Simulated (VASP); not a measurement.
Runs of VASP 6.6.1 on PbO2 (Plattnerite). The structure is that of space group P4_2/mnm (No. 136), or close to it. The cells are those of the table. 

```csv
level,potentials or basis,cell,k mesh,pressure (GPa),largest force (eV/Å)
r2SCAN,"VASP PAW PBE potentials, release 64 (Pb_d, O)","a = 4.986, b = 4.986, c = 3.407 Å, 6 atoms",7 × 7 × 9,0.8,0.01
PBE,"VASP PAW PBE potentials, release 64 (Pb_d, O)","a = 5.080, b = 5.080, c = 3.447 Å, 6 atoms",7 × 7 × 9,0.2,0.01
LDA,"VASP PAW LDA potentials, release 64 (Pb_d, O)","a = 4.938, b = 4.938, c = 3.393 Å, 6 atoms",7 × 7 × 9,0.4,0.01
PBEsol,"VASP PAW PBE potentials, release 64 (Pb_d, O)","a = 4.997, b = 4.997, c = 3.414 Å, 6 atoms",7 × 7 × 9,0.2,0.01
r2SCAN,"VASP PAW PBE potentials, release 64 (Pb_d, O)","a = 4.884, b = 4.884, c = 3.338 Å, 6 atoms",7 × 7 × 10,(a),0.02
```

Alike in all rows: task single point; no spin polarisation; cutoff (eV) 520; smearing fermi-dirac 0.1 eV.

Question: Estimate the missing entries.

Answer: (a) 11.6.

Caveats: the PAW data sets were made with another functional, which shifts forces and pressure a little (some runs).
